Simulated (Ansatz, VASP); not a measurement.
# Cu in VASP and in Ansatz

File INCAR:

```
SYSTEM = Cu
PREC = Accurate
ENCUT = 520
EDIFF = 1E-6
ISMEAR = 0
SIGMA = 0.15
LREAL = .FALSE.
LASPH = .TRUE.
NELM = 100
ALGO = Fast
ISIF = 2
LWAVE = .FALSE.
LCHARG = .FALSE.
GGA = PE
NBANDS = 18
```

The input KPOINTS:

```
Automatic mesh
0
G
  21 21 10
  0 0 0
```

Contents of POSCAR:

```
Cu
1.0
    2.5672412656      0.0000000000      0.0000000000
   -1.2836206328      2.2232961536      0.0000000000
    0.0000000000      0.0000000000      4.1920560930
Cu
2
Direct
    0.3675168135      0.7350336270      0.2149336753
    0.6324831865      0.2649663730      0.7850663247
```

Input for Ansatz:

```yaml
crystal:
  lattice:
    - [2.5672412656, 0.0, 0.0]
    - [-1.2836206328, 2.2232961536, 0.0]
    - [0.0, 0.0, 4.192056093]
  atoms:
    - { symbol: Cu, position: [0.3675168135, 0.735033627, 0.2149336753] }
    - { symbol: Cu, position: [0.6324831865, 0.264966373, 0.7850663247] }
basis:
  ecutwfc: 520.0
kpoints:
  mp_grid: { grid: [21, 21, 10] }
hamiltonian:
  xc: pbe
  pseudopotentials: { kind: paw, azcp: { folder: soft_1 } }
scf:
  occupations: { method: gaussian, width: 0.15 }
output:
  forces: true
  stress: true
  eigenvalues: true
  write_density: true
  write_potential: true
  elf: true
  volumetric_format: npy
```

Change from the starting cell: mode 5 frozen in at +0.152 Å and mode 6 at -0.147 Å (largest displacements).

Alike in both runs: task single point; functional PBE; k mesh 21 × 21 × 10; occupations gaussian, width 0.15 eV; no spin polarisation.

|  | VASP | Ansatz |
| --- | --- | --- |
| version | VASP 6.6.1 | Ansatz 0.2.0 |
| potentials or method | VASP PAW PBE potentials, release 64 (Cu), cutoff 520 eV | scalar-relativistic, plane waves, PAW |
| valence electrons in the cell | 22 | 38 |

Ansatz gave:

- gap on the k mesh at the Fermi level (eV): none
- pressure (GPa): 10.6
- traceless stress, the component that is largest in VASP (GPa): 10.10
- rms of the force components (eV/Å): 1.717

Q: What did VASP give for the same quantities?

A: gap on the k mesh at the Fermi level (eV): none; pressure (GPa): 11.0; traceless stress, the component that is largest in VASP (GPa): 10.01; rms of the force components (eV/Å): 1.725.

Atom by atom the forces differ by 0.008 eV/Å (rms over components). A gap of «none» marks a metal or a gap that the smearing closes. VASP's potentials hold 22 valence electrons a cell and Ansatz's 38, so a difference there can come from the potentials and not from the codes.
